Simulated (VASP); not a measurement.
# TaN (Amm2) in VASP: a series of runs

The runs below take TaN through single point, with PBE.

All numbers are computed with VASP 6.6.1; they aren't measurements. Logs are shortened: lines on timing, memory, paths and dates and some standing lists are left out, and cuts for length are marked.

### Step 1. The cell of the first run

The structure is orthorhombic, space group Amm2 (No. 38). Conventional cell: a = 2.883 Å, b = 3.026 Å, c = 4.936 Å, α = 90.00°, β = 90.00°, γ = 90.00°. Ta (site symmetry mm2) has 6 N at 2.19 to 2.25 Å and 6 Ta at 2.88 to 2.89 Å within 2.9 Å. N (site symmetry mm2) has 6 Ta at 2.19 to 2.25 Å and 6 N at 2.88 to 2.89 Å within 2.9 Å.

### Step 2. Single point, PBE (strain +0.0300 x Voigt [1, -1, 0, 0, 0, 0])

The input, INCAR:

```
SYSTEM = TaN
ALGO = Normal
EDIFF = 1E-6
ENCUT = 520
GGA = PE
ISIF = 2
ISMEAR = 0
LASPH = .True.
LCHARG = .False.
LREAL = .False.
LWAVE = .False.
NBANDS = 15
NELM = 100
PREC = Accurate
SIGMA = 0.15
```

The input, KPOINTS:

```
k-points
0
Gamma
  18 18 16
  0 0 0
```

The input, POSCAR:

```
TaN
1.0
    3.0261388242      0.0000000000      0.0000000000
   -1.5130694121      2.4680501983      0.0000000000
    0.0000000000      0.0000000000      2.8830000000
Ta N
1 1
Direct
    0.3333333333      0.6666666667      0.5000000000
    0.0000000000      0.0000000000      0.0000000000
```

Potentials or basis: VASP PAW PBE potentials, release 64 (Ta_pv, N).

Command:

```console
cat potpaw_PBE.64/Ta_pv/POTCAR potpaw_PBE.64/N/POTCAR > POTCAR
mpirun -np 1 vasp_std > vasp.out
```

OUTCAR:

```text
SYSTEM = TaN
   EDIFF = 1E-6
   ENCUT = 520
   GGA = PE
   ISIF = 2
   ISMEAR = 0
   LASPH = .True.
   LREAL = .False.
   NELM = 100
   PREC = Accurate

 ion  position               nearest neighbor table
   1  0.333  0.667  0.500-   2 2.19   2 2.19   2 2.25   2 2.25   2 2.25   2 2.25
   2  0.000  0.000  0.000-   1 2.19   1 2.19   1 2.25   1 2.25   1 2.25   1 2.25

  Warning from LATTYP: Monoclinic adjustment (A1->A3, A2->A1, A3->A2)!
  LATTYP: Found a base centered orthorhombic cell.
 ALAT       =     3.0261388242
 B/A-ratio  =     1.6311546440
 C/A-ratio  =     0.9526991878

  Lattice vectors:

 A1 = (   1.5130694121,  -2.4680501983,   0.0000000000)
 A2 = (   1.5130694121,   2.4680501983,   0.0000000000)
 A3 = (   0.0000000000,   0.0000000000,   2.8830000000)

Analysis of symmetry for initial positions (statically):
=====================================================================
 Subroutine PRICEL returns:
 Original cell was already a primitive cell.

 Routine SETGRP: Setting up the symmetry group for a
 base centered orthorhombic supercell.

 Subroutine GETGRP returns: Found  4 space group operations
 (whereof  4 operations were pure point group operations)
 out of a pool of  8 trial point group operations.

The static configuration has the point symmetry C_2v.

Analysis of symmetry for dynamics (positions and initial velocities):
=====================================================================
 Subroutine PRICEL returns:
 Original cell was already a primitive cell.

 Routine SETGRP: Setting up the symmetry group for a
 base centered orthorhombic supercell.

 Subroutine GETGRP returns: Found  4 space group operations
 (whereof  4 operations were pure point group operations)
 out of a pool of  8 trial point group operations.

The dynamic configuration has the point symmetry C_2v.

 Subroutine INISYM returns: Found  4 space group operations
 (whereof  4 operations are pure point group operations),
 and found     1 'primitive' translations

----------------------------------------------------------------------------------------

                                     Primitive cell

  volume of cell :      21.5322

  direct lattice vectors                    reciprocal lattice vectors
     3.026138824  0.000000000  0.000000000     0.330454106  0.202589072  0.000000000
    -1.513069412  2.468050198  0.000000000     0.000000000  0.405178145  0.000000000
     0.000000000  0.000000000  2.883000000     0.000000000  0.000000000  0.346860909

  length of vectors
     3.026138824  2.894935375  2.883000000     0.387610950  0.405178145  0.346860909

  position of ions in fractional coordinates (direct lattice)
     0.333333333  0.666666667  0.500000000
     0.000000000  0.000000000  0.000000000

  ion indices of the primitive-cell ions
   primitive index   ion index
                 1           1
                 2           2

----------------------------------------------------------------------------------------

 KPOINTS: k-points

Automatic generation of k-mesh.
 Grid dimensions read from file:
 generate k-points for:   18   18   16

 Generating k-lattice:

  Cartesian coordinates                     Fractional coordinates (reciprocal lattice)
     0.018358561  0.011254948  0.000000000     0.055555556  0.000000000  0.000000000
     0.000000000  0.022509897  0.000000000     0.000000000  0.055555556  0.000000000
     0.000000000  0.000000000  0.021678807     0.000000000  0.000000000  0.062500000

  Length of vectors
     0.021533942  0.022509897  0.021678807

  Shift w.r.t. Gamma in fractional coordinates (k-lattice)
     0.000000000  0.000000000  0.000000000

 Subroutine IBZKPT returns following result:
 ===========================================

 Found    819 irreducible k-points:

 Following reciprocal coordinates:
            Coordinates               Weight
  0.000000  0.000000  0.000000      1.000000
  0.055556 -0.000000  0.000000      4.000000
  0.111111 -0.000000  0.000000      4.000000
  0.166667 -0.000000  0.000000      4.000000
  0.222222 -0.000000  0.000000      4.000000
  0.277778  0.000000  0.000000      4.000000
[... 16 lines left out ...]
 -0.333333  0.055556  0.000000      4.000000
 -0.277778  0.055556  0.000000      4.000000
 [... further k-points ...]
   k-points           NKPTS =    819   k-points in BZ     NKDIM =    819   number of bands    NBANDS=     15
   number of dos      NEDOS =    301   number of ions     NIONS =      2
   total plane-waves  NPLWV =  13824
   dimension x,y,z NGX =    24 NGY =   24 NGZ =   24
   dimension x,y,z NGXF=    48 NGYF=   48 NGZF=   48
   ions per type =               1   1
   NGX,Y,Z   is equivalent  to a cutoff of  13.18, 13.78, 13.84 a.u.
   NGXF,Y,Z  is equivalent  to a cutoff of  26.37, 27.56, 27.68 a.u.
 SYSTEM =  TaN
   PREC   = accura    normal or accurate (medium, high low for compatibility)
   ISTART =      0    job   : 0-new  1-cont  2-samecut
   ICHARG =      2    charge: 1-file 2-atom 10-const
   ISPIN  =      1    spin polarized calculation?
   LNONCOLLINEAR =      F non collinear calculations
   LSORBIT =      F    spin-orbit coupling
   LASPH  =      T    aspherical Exc in radial PAW
   ENCUT  =  520.0 eV  38.22 Ry    6.18 a.u.   5.63  5.38  5.36*2*pi/ulx,y,z
   NELM   =    100;   NELMIN=  2; NELMDL= -5     # of ELM steps
   EDIFF  = 0.1E-05   stopping-criterion for ELM
   LREAL  =      F    real-space projection
   EDIFFG = 0.1E-04   stopping-criterion for IOM
   NSW    =      0    number of steps for IOM
   IBRION =     -1    ionic relax: 0-MD 1-quasi-New 2-CG
   NFREE  =      0    steps in history (QN), initial steepest desc. (CG)
   ISIF   =      2    stress and relaxation
   ISYM   =      2    0-nonsym 1-usesym 2-fastsym
   POTIM  = 0.5000    time-step for ionic-motion
   TEBEG  =    0.0;   TEEND  =   0.0 temperature during run
   PSTRESS=    0.0 pullay stress
   NELECT =      16.0000    total number of electrons
   NUPDOWN=      -1.0000    fix difference up-down
   EMIN   =  10.00;   EMAX   =-10.00  energy-range for DOS
   EFERMI =   0.00;   METHOD = LEGACY
   ISMEAR =     0;   SIGMA  =   0.15  broadening in eV -4-tet -1-fermi 0-gaus
   EFERMI_NEDOS =   21; number of points for ismear=-14 and -15
   IALGO  =     38    algorithm
   IMIX   =      4    mixing-type and parameters
     AMIX     =   0.40;   BMIX     =  1.00
     AMIX_MAG =   1.60;   BMIX_MAG =  1.00
  volume/ion in A,a.u.               =      10.77        72.65
  Fermi-wavevector in a.u.,A,eV,Ry     =   1.482811  2.802106 29.915498  2.198727
  Thomas-Fermi vector in A             =   2.596550
   LORBIT       =      0    0 simple, 1 ext, 2 COOP (PROOUT), +10 PAW based schemes
   GGA     = PE    functional components
   LHFCALC =     F    Hartree Fock is set to
   AEXX    =    0.0000 exact exchange contribution
   IVDW    =     0    specifies the selected vdW correction
   LEPSILON=     F    determine dielectric tensor
   LRPA    =     F    only Hartree local field effects (RPA)
 non-spin polarized calculation
 Gauss-broadening in eV      SIGMA  =   0.15
  energy-cutoff  :      520.00
  volume of cell :       21.53
 maximum number of plane-waves:       596
   NGX = 11   NGY = 11   NGZ = 11

 number of electron      15.9999999 magnetization

 Free energy of the ion-electron system (eV)
  ---------------------------------------------------
  ext. energy  EPLUGINS =         0.00000000
  ---------------------------------------------------
  free energy    TOTEN  =       -22.38513275 eV

  energy without entropy =      -22.38450235  energy(sigma->0) =      -22.38481755

 E-fermi :   8.2364     XC(G=0): -13.3490

 val. band max:        8.2146368673   @ k =   0.0000   0.0556   0.3125
 cond. band min:       8.2794423795   @ k =   0.0000   0.5000   0.5000
 fundamental gap:      0.0648055122
 Fermi energy:         8.2364092500

 k-point     1 :       0.0000    0.0000    0.0000
  band No.  band energies     occupation
      1     -26.5814      2.00000
      2     -26.3680      2.00000
      3     -26.2509      2.00000
      4      -9.5200      2.00000
      5       3.3458      2.00000
      6       3.8152      2.00000
      7       4.3080      2.00000
      8       5.3155      2.00000
      9      10.4684      0.00000
     10      11.4740      0.00000
     11      12.1626      0.00000
     12      12.2562      0.00000
     13      12.4202      0.00000
     14      21.4110      0.00000
     15      21.6964      0.00000

 k-point     2 :       0.0556   -0.0000    0.0000
  band No.  band energies     occupation
      1     -26.5774      2.00000
      2     -26.3925      2.00000
      3     -26.2657      2.00000
      4      -9.4575      2.00000
      5       3.2249      2.00000
      6       3.8403      2.00000
      7       4.3513      2.00000
      8       5.2233      2.00000
      9      10.6788      0.00000
     10      11.4059      0.00000
     11      12.1885      0.00000
     12      12.2223      0.00000
     13      12.4503      0.00000
     14      21.3985      0.00000
     15      21.6897      0.00000

 k-point     3 :       0.1111   -0.0000    0.0000
  band No.  band energies     occupation
      1     -26.5657      2.00000
      2     -26.4731      2.00000
      3     -26.2967      2.00000
      4      -9.2768      2.00000
      5       2.8405      2.00000
      6       3.9461      2.00000
      7       4.5238      2.00000
      8       4.9718      2.00000
      9      10.9594      0.00000
     10      11.4593      0.00000
     11      12.1659      0.00000
     12      12.1926      0.00000
     13      12.6143      0.00000
     14      21.3639      0.00000
     15      21.6759      0.00000

 k-point     4 :       0.1667   -0.0000    0.0000
  band No.  band energies     occupation
      1     -26.6073      2.00000
      2     -26.5478      2.00000
      3     -26.3305      2.00000
      4      -8.9970      2.00000
      5       2.2831      2.00000
      6       4.1318      2.00000
      7       4.6193      2.00000
      8       4.8057      2.00000
      9      10.6787      0.00000
     10      12.0361      0.00000
     11      12.0643      0.00000
     12      12.3860      0.00000
     13      12.8806      0.00000
     14      21.3363      0.00000
     15      21.6660      0.00000
[... 307 lines left out ...]
 k-point    22 :      -0.3889    0.0556    0.0000
  band No.  band energies     occupation
      1     -27.1543      2.00000
      2     -26.4715      2.00000
      3     -26.4703      2.00000
      4      -7.7098      2.00000
      5       0.4764      2.00000
      6       3.3984      2.00000
      7       4.4616      2.00000
      8       5.6198      2.00000
      9      10.9598      0.00000
     10      11.2958      0.00000
     11      12.8566      0.00000
     12      13.8391      0.00000
     13      14.9743      0.00000
     14      21.4583      0.00000
     15      21.6961      0.00000

 k-point    23 :      -0.3333    0.0556    0.0000
  band No.  band energies     occupation
      1     -27.0098      2.00000
      2     -26.4909      2.00000
      3     -26.4402      2.00000
      4      -8.0598      2.00000
      5       0.8951      2.00000
      6       3.6825      2.00000
      7       4.4435      2.00000
      8       5.5551      2.00000
      9      10.4231      0.00000
     10      11.4369      0.00000
     11      12.6649      0.00000
     12      13.7315      0.00000
     13      14.3404      0.00000
     14      21.5650      0.00000
     15      21.7456      0.00000

 k-point    24 :      -0.2778    0.0556    0.0000
  band No.  band energies     occupation
      1     -26.8466      2.00000
      2     -26.5140      2.00000
      3     -26.4014      2.00000
      4      -8.4395      2.00000
      5       1.3953      2.00000
      6       4.0266      2.00000
      7       4.3613      2.00000
      8       5.3520      2.00000
      9      10.2420      0.00000
     10      11.6177      0.00000
     11      12.4623      0.00000
     12      13.5282      0.00000
     13      13.5984      0.00000
     14      21.4668      0.00000
     15      21.6785      0.00000

 [... further k-points ...]
[... 5 lines left out ...]
  --------------------------------------------------------------------------------------
  -------------------------------------------------------------------------------------
  Total       -0.9900029      2.6640246      0.8908164      0.0000000      0.0000000      0.0000000
  in kB      -73.6647281    198.2263299     66.2843999      0.0000000      0.0000000      0.0000000
  external PRESSURE =      63.6153339 kB  Pullay stress =       0.0000000 kB

 VOLUME and BASIS-vectors are now :
 -----------------------------------------------------------------------------
  energy-cutoff  :      520.00
  volume of cell :       21.53
      direct lattice vectors                 reciprocal lattice vectors
     3.026138824  0.000000000  0.000000000     0.330454106  0.202589072  0.000000000
    -1.513069412  2.468050198  0.000000000     0.000000000  0.405178145  0.000000000
     0.000000000  0.000000000  2.883000000     0.000000000  0.000000000  0.346860909

 POSITION                                       TOTAL-FORCE (eV/Angst)
 -----------------------------------------------------------------------------------
     -0.00000      1.64537      1.44150         0.000000      0.160334      0.000000
      0.00000      0.00000      0.00000        -0.000000     -0.160334      0.000000
 -----------------------------------------------------------------------------------
    total drift:                                0.000000      0.000118     -0.000000

  FREE ENERGIE OF THE ION-ELECTRON SYSTEM (eV)
  ---------------------------------------------------
  free  energy   TOTEN  =       -22.3851327460 eV

  energy  without entropy=      -22.3845023493  energy(sigma->0) =      -22.38481755
```

Run time: 64 s. Hardware: 1 thread of Intel Xeon 6975P-C (Granite Rapids), shared host; peak memory 0.37 GiB.

What came out:

- Free energy: -22.3851 eV
- Pressure: 6.4 GPa
- Largest force: 0.160 eV/Å
- Band gap on the k mesh: zero (band 8 reaches 8.34 eV, above the bottom of band 9 at 8.06 eV)

Forces on the atoms (eV/Å):
```
Ta   0.000  0.160  0.000
N    0.000 -0.160  0.000
```

Caveat: the cell differs from its parent crystal (strain +0.0300 x Voigt [1, -1, 0, 0, 0, 0]); spin-orbit coupling is left out, which moves the levels of the heavy elements.

### Step 3. Single point, PBE (strain -0.0200 x Voigt [1, -1, 0, 0, 0, 0])

The input, INCAR:

```
PREC = Accurate
ENCUT = 520
EDIFF = 1E-6
ISMEAR = 0
SIGMA = 0.15
LREAL = F
LASPH = T
NELM = 80
ALGO = Normal
ISIF = 2
LWAVE = F
LCHARG = F
GGA = PE
NBANDS = 15
```

The input, KPOINTS:

```
Automatic mesh
0
Gamma
  18 18 16
```

The input, POSCAR:

```
TaN
1.0
    2.8792388813      0.0000000000      0.0000000000
   -1.4396194406      2.5952692806      0.0000000000
    0.0000000000      0.0000000000      2.8830000000
Ta N
1 1
Direct
    0.3333333333      0.6666666667      0.5000000000
    0.0000000000      0.0000000000      0.0000000000
```

Potentials or basis: VASP PAW PBE potentials, release 64 (Ta_pv, N).

Command:

```console
cat potpaw_PBE.64/Ta_pv/POTCAR potpaw_PBE.64/N/POTCAR > POTCAR
mpirun -np 1 vasp_std > vasp.out
```

Wall time 65 s (1 thread of Intel Xeon 6975P-C (Granite Rapids), shared host); peak memory 0.37 GiB.

It converged, with:

```yaml
Free_energy: -22.4152 eV
Pressure: 5.8 GPa
Largest_force: 0.070 eV/Å
Band_gap_on_the_k_mesh: zero (band 8 reaches 8.36 eV, above the bottom of band 9 at 8.14 eV)
```

Forces in eV/Å, atoms in the order of the input:
```
Ta   0.000 -0.070  0.000
N    0.000  0.070  0.000
```

Stress tensor (GPa, compression positive):
```
15.10  0.00  0.00
 0.00 -4.01  0.00
 0.00  0.00  6.45
```

Levels at points of the mesh, in eV from the Fermi level:
```
           k point  band 4  band 5  band 6  band 7  band 8  band 9  band 10  band 11  band 12  band 13
(0.00, 0.00, 0.00)  -17.74   -4.80   -4.26   -4.14   -2.89    2.25     3.38     3.90     3.97     4.15
(0.50, 0.00, 0.00)  -15.41   -8.21   -5.15   -3.40   -3.23    2.96     3.97     5.22     5.41     7.54
(0.00, 0.50, 0.00)  -15.53   -8.30   -5.14   -3.50   -2.94    3.29     4.12     5.29     5.35     7.42
(0.00, 0.00, 0.50)  -15.10   -9.31   -3.79   -3.61   -0.44    0.38     2.44     3.15     3.60     8.29
(0.50, 0.00, 0.50)  -15.73   -7.29   -6.17   -5.77   -0.19    4.16     5.35     6.22     7.12    10.47
(0.00, 0.50, 0.50)  -15.79   -7.25   -6.12   -5.35   -0.57    4.28     5.29     5.98     7.10     9.83
```

Caveat: the cell differs from its parent crystal (strain -0.0200 x Voigt [1, -1, 0, 0, 0, 0]); spin-orbit coupling is left out, which moves the levels of the heavy elements.

### Step 4. Single point, PBE (strain +0.0100 x Voigt [1, -1, 0, 0, 0, 0])

The input, INCAR:

```
PREC     = Accurate       # precision mode
ENCUT    = 520            # plane-wave cutoff, eV
EDIFF    = 1E-7           # SCF threshold, eV
ISMEAR   = 0              # smearing method
SIGMA    = 0.15           # smearing width, eV
LREAL    = False          # projectors in reciprocal space
LASPH    = True           # aspherical terms in the spheres
NELM     = 80             # most SCF steps
ALGO     = Normal         # electronic algorithm
ISIF     = 2              # what is computed and relaxed
LWAVE    = False          # write WAVECAR
LCHARG   = False          # write CHGCAR
GGA      = PE             # functional
NBANDS   = 15             # bands
```

The input, KPOINTS:

```
regular mesh
0
Gamma
  18 18 16
```

The input, POSCAR:

```
TaN
1.0
    2.9673788470      0.0000000000      0.0000000000
   -1.4836894235      2.5189378312      0.0000000000
    0.0000000000      0.0000000000      2.8830000000
Ta N
1 1
Direct
    0.3333333333      0.6666666667      0.5000000000
    0.0000000000      0.0000000000      0.0000000000
```

Command:

```console
cat potpaw_PBE.64/Ta_pv/POTCAR potpaw_PBE.64/N/POTCAR > POTCAR
mpirun -np 1 vasp_std > vasp.out
```

Wall time 68 s (1 thread of Intel Xeon 6975P-C (Granite Rapids), shared host); peak memory 0.36 GiB.

Results (log left out):

```
Free energy            : -22.4345 eV
Pressure               : 5.5 GPa
Largest force          : 0.044 eV/Å
Band gap on the k mesh : zero (band 8 reaches 8.44 eV, above the bottom of band 9 at 8.11 eV)
```

Forces in eV/Å, atoms in the order of the input:
```
Ta   0.000  0.044  0.000
N    0.000 -0.044  0.000
```

Stress tensor (GPa, compression positive):
```
0.60 0.00 0.00
0.00 9.60 0.00
0.00 0.00 6.32
```

Levels at points of the mesh, in eV from the Fermi level:
```tsv
k point	band 5	band 6	band 7	band 8	band 9	band 10	band 11	band 12
(0.00, 0.00, 0.00)	-4.66	-4.44	-4.16	-2.91	2.23	3.48	3.74	3.98
(0.50, 0.00, 0.00)	-8.28	-5.17	-3.47	-3.11	3.10	4.04	5.26	5.31
(0.00, 0.50, 0.00)	-8.23	-5.17	-3.42	-3.26	2.93	4.00	5.20	5.36
(0.00, 0.00, 0.50)	-9.33	-3.77	-3.69	-0.27	0.14	2.42	3.25	3.46
(0.50, 0.00, 0.50)	-7.29	-6.16	-5.59	-0.41	4.20	5.31	6.06	7.09
(0.00, 0.50, 0.50)	-7.32	-6.18	-5.80	-0.22	4.14	5.44	6.11	7.12
```

Caveat: the cell differs from its parent crystal (strain +0.0100 x Voigt [1, -1, 0, 0, 0, 0]); spin-orbit coupling is left out, which moves the levels of the heavy elements.

### Step 5. The runs side by side

| cell | gap on the mesh (eV) | pressure (GPa) | largest force (eV/Å) |
| --- | --- | --- | --- |
| a = 3.026, b = 2.895, c = 2.883 Å, angles 90.0, 90.0, 121.5°, 2 atoms | none | 6.4 | 0.16 |
| a = 2.879, b = 2.968, c = 2.883 Å, angles 90.0, 90.0, 119.0°, 2 atoms | none | 5.8 | 0.07 |
| a = 2.967, b = 2.923, c = 2.883 Å, angles 90.0, 90.0, 120.5°, 2 atoms | none | 5.5 | 0.04 |

Alike in all rows: task single point; level PBE; potentials or basis VASP PAW PBE potentials, release 64 (Ta_pv, N); no spin polarisation; k mesh 18 × 18 × 16; cutoff (eV) 520; smearing gaussian 0.15 eV.

Caveats: spin-orbit coupling is left out, which moves the levels of the heavy elements.

Total energies depend on the potentials used, so only differences within one code and one set of settings carry meaning.
